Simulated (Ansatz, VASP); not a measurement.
## One calculation of AlGa3N4, two programs

Contents of INCAR:

```
SYSTEM = AlGa3N4
PREC = Accurate
ENCUT = 520
EDIFF = 1E-6
ISMEAR = 0
SIGMA = 0.05
LREAL = Auto
LASPH = .True.
NELM = 80
ALGO = Normal
ISIF = 2
LWAVE = .False.
LCHARG = .False.
GGA = PS
NBANDS = 76
```

File KPOINTS:

```
Automatic mesh
0
Gamma
  6 6 3
  0 0 0
```

File POSCAR:

```
AlGa3N4
1.0
    0.0000000000     -4.4676279353      0.0000000000
    0.0000000000      0.0000000000     -4.4676279353
    9.4352558707      0.0000000000      0.0000000000
Al Ga N
2 6 8
Direct
    1.0000000000      1.0000000000      0.7706271631
    1.0000000000      1.0000000000      0.2971235299
    0.5000000000      1.0000000000      0.0603717132
    0.5000000000      1.0000000000      0.5338753465
    1.0000000000      0.5000000000      0.0603717132
    1.0000000000      0.5000000000      0.5338753465
    0.5000000000      0.5000000000      0.7706271631
    0.5000000000      0.5000000000      0.2971235299
    0.2449690796      0.7550309204      0.1811297806
    0.2449690796      0.7550309204      0.6546334139
    0.7550309204      0.2449690796      0.1811297806
    0.7550309204      0.2449690796      0.6546334139
    0.2449690796      0.2449690796      0.8866209123
    0.2449690796      0.2449690796      0.4131172791
    0.7550309204      0.7550309204      0.8866209123
    0.7550309204      0.7550309204      0.4131172791
```

Input for Ansatz:

```yaml
crystal:
  lattice:
    - [0.0, -4.4676279353, 0.0]
    - [0.0, 0.0, -4.4676279353]
    - [9.4352558707, 0.0, 0.0]
  atoms:
    - { symbol: Al, position: [1.0, 1.0, 0.7706271631] }
    - { symbol: Al, position: [1.0, 1.0, 0.2971235299] }
    - { symbol: Ga, position: [0.5, 1.0, 0.0603717132] }
    - { symbol: Ga, position: [0.5, 1.0, 0.5338753465] }
    - { symbol: Ga, position: [1.0, 0.5, 0.0603717132] }
    - { symbol: Ga, position: [1.0, 0.5, 0.5338753465] }
    - { symbol: Ga, position: [0.5, 0.5, 0.7706271631] }
    - { symbol: Ga, position: [0.5, 0.5, 0.2971235299] }
    - { symbol: "N", position: [0.2449690796, 0.7550309204, 0.1811297806] }
    - { symbol: "N", position: [0.2449690796, 0.7550309204, 0.6546334139] }
    - { symbol: "N", position: [0.7550309204, 0.2449690796, 0.1811297806] }
    - { symbol: "N", position: [0.7550309204, 0.2449690796, 0.6546334139] }
    - { symbol: "N", position: [0.2449690796, 0.2449690796, 0.8866209123] }
    - { symbol: "N", position: [0.2449690796, 0.2449690796, 0.4131172791] }
    - { symbol: "N", position: [0.7550309204, 0.7550309204, 0.8866209123] }
    - { symbol: "N", position: [0.7550309204, 0.7550309204, 0.4131172791] }
basis:
  ecutwfc: 420
kpoints:
  mp_grid: { grid: [6, 6, 3] }
hamiltonian:
  xc: pbesol
scf:
  occupations: { method: gaussian, width: 0.05 }
output:
  forces: true
  stress: true
  eigenvalues: true
```

Alike in both runs: task single point; functional PBEsol; k mesh 6 × 6 × 3; occupations gaussian, width 0.05 eV; no spin polarisation.

```csv
,VASP,Ansatz
version,VASP 6.6.1,Ansatz 0.2.0
potentials or method,"VASP PAW PBE potentials, release 64 (Al, Ga_d, N), cutoff 520 eV","scalar-relativistic, plane waves, PAW"
valence electrons in the cell,124,124
```

|  | VASP | Ansatz | Ansatz less VASP |
| --- | --- | --- | --- |
| gap on the k mesh at the Fermi level (eV) | 0.43 | 0.43 | -0.003 |
| least direct gap on the mesh (eV) | 0.67 | 0.66 | -0.004 |
| pressure (GPa) | -6.1 | -5.9 | +0.11 |
| traceless stress, the component that is largest in VASP (GPa) | -7.40 | -7.41 | -0.006 |
| rms of the force components (eV/Å) | 1.059 | 1.062 | +0.0025 |

VASP's potentials were made for PBE, not for PBEsol. Atom by atom the forces differ by 0.006 eV/Å (rms over components).
